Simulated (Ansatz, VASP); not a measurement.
# SnO2 in VASP and in Ansatz

File INCAR:

```
ALGO = Normal ; EDIFF = 1E-6
ENCUT = 520 ; GGA = CA
ISIF = 2 ; ISMEAR = 0
LASPH = T ; LCHARG = F
LREAL = F ; LWAVE = F
NBANDS = 35 ; NELM = 60
PREC = Accurate ; SIGMA = 0.05
```

Contents of KPOINTS:

```
k-points
0
Gamma
  10 10 10
```

The input POSCAR:

```
SnO2
1.0
   -1.9861130355      1.9861130355      5.1792457290
    1.9861130355     -1.9861130355      5.1792457290
    1.9861130355      1.9861130355     -5.1792457290
Sn O
2 4
Direct
    0.7500000000      0.2500000000      0.5000000000
    0.0000000000      0.0000000000      0.0000000000
    0.7969975836      0.7969975836      0.0000000000
    0.9530024164      0.4530024164      0.5000000000
    0.2030024164      0.2030024164      0.0000000000
    0.5469975836      0.0469975836      0.5000000000
```

Input for Ansatz:

```yaml
crystal:
  lattice:
    - [-1.9861130355, 1.9861130355, 5.179245729]
    - [1.9861130355, -1.9861130355, 5.179245729]
    - [1.9861130355, 1.9861130355, -5.179245729]
  atoms:
    - { symbol: Sn, position: [0.75, 0.25, 0.5] }
    - { symbol: Sn, position: [0.0, 0.0, 0.0] }
    - { symbol: O, position: [0.7969975836, 0.7969975836, 0.0] }
    - { symbol: O, position: [0.9530024164, 0.4530024164, 0.5] }
    - { symbol: O, position: [0.2030024164, 0.2030024164, 0.0] }
    - { symbol: O, position: [0.5469975836, 0.0469975836, 0.5] }
basis:
  ecutwfc: 420
kpoints:
  mp_grid: { grid: [10, 10, 10] }
hamiltonian:
  xc: lda
scf:
  occupations: { method: gaussian, width: 0.05 }
output:
  forces: true
  stress: true
  eigenvalues: true
```

Change from the starting cell: strain +0.0175 x Voigt [0, 0, 1, 0, 0, 0], atoms carried along.

Alike in both runs: task single point; functional LDA; k mesh 10 × 10 × 10; occupations gaussian, width 0.05 eV; no spin polarisation.

|  | VASP | Ansatz |
| --- | --- | --- |
| version | VASP 6.6.1 | Ansatz 0.2.0 |
| potentials or method | VASP PAW LDA potentials, release 64 (Sn_d, O), cutoff 520 eV | scalar-relativistic, plane waves, PAW |
| valence electrons in the cell | 52 | 52 |

```csv
,VASP,Ansatz,Ansatz less VASP
gap on the k mesh at the Fermi level (eV),1.51,1.48,-0.031
least direct gap on the mesh (eV),1.89,1.86,-0.032
pressure (GPa),-2.6,-3.4,-0.86
"traceless stress, the component that is largest in VASP (GPa)",-2.50,-2.64,-0.132
rms of the force components (eV/Å),0.122,0.135,+0.0131
```

LDA's correlation is that of Perdew and Zunger in VASP and of Perdew and Wang (1992) in Ansatz. Atom by atom the forces differ by 0.013 eV/Å (rms over components).
